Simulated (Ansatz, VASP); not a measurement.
One calculation of Ni, two programs

INCAR

```
SYSTEM = Ni
PREC = Accurate
ENCUT = 600
EDIFF = 1E-6
ISMEAR = -1
SIGMA = 0.1
LREAL = .FALSE.
LASPH = .TRUE.
NELM = 120
ALGO = Normal
ISIF = 2
LWAVE = .FALSE.
LCHARG = .FALSE.
GGA = CA
NBANDS = 11
GGA_COMPAT = .FALSE.
```

File KPOINTS:

```
regular mesh
0
G
  6 6 6
  0 0 0
```

POSCAR

```
Ni
1.0
    0.0000000000      1.7104399105      1.7104399105
    1.7104399105      0.0000000000      1.7104399105
    1.7104399105      1.7104399105      0.0000000000
Ni
1
Direct
    0.0000000000      0.0000000000      0.0000000000
```

Input for Ansatz:

```yaml
crystal:
  lattice:
    - [0.0, 1.7104399105, 1.7104399105]
    - [1.7104399105, 0.0, 1.7104399105]
    - [1.7104399105, 1.7104399105, 0.0]
  atoms:
    - { symbol: Ni, position: [0.0, 0.0, 0.0] }
hamiltonian:
  xc: lda
  pseudopotentials:
    kind: paw
    azcp:
      Ni: "pseudopotentials/Ni.paw.azcp"
basis:
  ecutwfc: 420
  fft_grid_basis: typed
kpoints:
  mp_grid: { grid: [6, 6, 6], shift: [0, 0, 0] }
magnetization:
  spin_polarized: false
scf:
  occupations: { method: fermi_dirac, width: 0.1 }
  lower_state_search: "off"
output:
  stress: true
```

Alike in both runs: task single point; functional LDA; k mesh 6 × 6 × 6; occupations fermi-dirac, width 0.1 eV; no spin polarisation.

|  | VASP | Ansatz |
| --- | --- | --- |
| version | VASP 6.6.1 | Ansatz 0.2.0 |
| potentials or method | VASP PAW LDA potentials, release 64 (Ni), cutoff 600 eV | plane waves (420 eV) with PAW, scalar-relativistic |
| valence electrons in the cell | 10 | 18 |

VASP gave:

| Item | Value |
| --- | --- |
| pressure (GPa) | -1.2 |

Which values does Ansatz return?

Pressure (GPa): -1.1.

Ansatz warns that its potentials were made for another functional, while VASP's fit it. LDA's correlation is that of Perdew and Zunger in VASP and of Perdew and Wang (1992) in Ansatz. VASP's potentials hold 10 valence electrons a cell and Ansatz's 18, so a difference there can come from the potentials and not from the codes.

The k mesh is coarse, so the values compare programs but aren't converged.
